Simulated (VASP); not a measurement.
Set up this calculation in VASP 6.6.1, as the native input.

```yaml
Task: single point
Functional: r2SCAN
Potentials_or_basis: VASP PAW PBE potentials, release 64 (Ta_pv, N)
Cutoff: 520 eV
k_mesh: 18 × 18 × 8
Occupations: gaussian, width 0.1 eV
Spin: no spin polarisation
Dipole_correction: no
Further_INCAR_settings: ALGO = Normal; EDIFF = 1e-06; NBANDS = 24
```

TaN:

```
Ta N
1.0
     3.05000    0.00000    0.00000
    -1.52500    2.64138    0.00000
     0.00000    0.00000    4.94000
Ta N
2 2
Direct
  0.33333 0.66667 0.00000
  0.66667 0.33333 0.50000
  0.33333 0.66667 0.38500
  0.66667 0.33333 0.88500
```

These files were run (other wordings do the same):

POSCAR

```
TaN
1.0
    3.0500010905      0.0000000000      0.0000000000
   -1.5250005453      2.6413784260      0.0000000000
    0.0000000000      0.0000000000      4.9400000000
Ta N
2 2
Direct
    0.3333333333      0.6666666667      0.0000000000
    0.6666666667      0.3333333333      0.5000000000
    0.3333333333      0.6666666667      0.3850000000
    0.6666666667      0.3333333333      0.8850000000
```

INCAR.step1

```
SYSTEM = TaN
  PREC = Accurate
  ENCUT = 520
  ISMEAR = 0
  SIGMA = 0.1
  LREAL = .False.
  LASPH = .True.
  NELM = 80
  NBANDS = 24
  GGA = PE
  ALGO = Normal
  EDIFF = 1E-4
  LWAVE = .True.
  LCHARG = .False.
```

INCAR.step2

```
SYSTEM = TaN
  PREC = Accurate
  ENCUT = 520
  EDIFF = 1E-6
  ISMEAR = 0
  SIGMA = 0.1
  LREAL = .False.
  LASPH = .True.
  NELM = 80
  ALGO = Normal
  ISIF = 2
  LWAVE = .False.
  LCHARG = .False.
  METAGGA = R2SCAN
  LMIXTAU = .True.
  NBANDS = 24
  ISTART = 1
```

KPOINTS

```
Automatic mesh
0
Gamma
  18 18 8
  0 0 0
```

Potentials or basis: VASP PAW PBE potentials, release 64 (Ta_pv, N).

The run is started by

```sh
$ cat potpaw_PBE.64/Ta_pv/POTCAR potpaw_PBE.64/N/POTCAR > POTCAR
$ cp INCAR.step1 INCAR
$ mpirun -np 1 vasp_std > vasp.out
$ cp INCAR.step2 INCAR
$ mpirun -np 1 vasp_std > vasp.out
```

It gave:

```json
{
 "Pressure": "138.6 GPa",
 "Largest force": "2.426 eV/Å",
 "Band gap on the k mesh": "zero (bands 16 and 17 overlap by 2.98 eV)"
}
```

Caveat: the stress differs along the axes, from 122 to 147 GPa; the PAW data sets were made with another functional, which shifts forces and pressure a little; spin-orbit coupling is left out, which moves the levels of the heavy elements.

It took 4.9 min on 1 thread of Intel(R) Xeon(R) Platinum 8488C (Sapphire Rapids), with other jobs on the host, peak memory 0.28 GiB.
